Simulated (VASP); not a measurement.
MgO, 2 atoms in the cell. It takes space group Imm2 (No. 44, orthorhombic). Conventional cell: a = 3.020 Å, b = 4.270 Å, c = 3.020 Å, α = 90.00°, β = 90.00°, γ = 90.00°. Within 2.5 Å of Mg (site symmetry mm2) lie 6 O at 1.86 to 2.45 Å. O (site symmetry mm2) has 6 Mg at 1.86 to 2.45 Å within 2.5 Å.  This cell differs from its parent crystal: atom 2 (O) moved by (-0.300, -0.300) A along y and z.

```yaml
Program: VASP 6.6.1
Task: single point
Functional: LDA
Potentials_or_basis: VASP PAW LDA potentials, release 64 (Mg_sv, O)
Cutoff: 840 eV
k_mesh: 6 × 6 × 6
Occupations: gaussian, width 0.05 eV
Spin: no spin polarisation
Dipole_correction: no
Further_INCAR_settings: ALGO = Normal; EDIFF = 1e-06; NBANDS = 15
```

Potentials or basis: VASP PAW LDA potentials, release 64 (Mg_sv, O).

Command:

```sh
$ cat potpaw_LDA.64/Mg_sv/POTCAR potpaw_LDA.64/O/POTCAR > POTCAR
$ mpirun -np 1 vasp_std > vasp.out
```

Hardware: 1 thread of Intel(R) Xeon(R) Platinum 8375C CPU @ 2.90GHz (Ice Lake), with other jobs on the host.

Task: How long does it take, and how much memory?

Result: It took 23 s on 1 thread of Intel(R) Xeon(R) Platinum 8375C CPU @ 2.90GHz (Ice Lake), on a shared host, peak memory 0.15 GiB. Counts: scf iterations 12, k points 46.
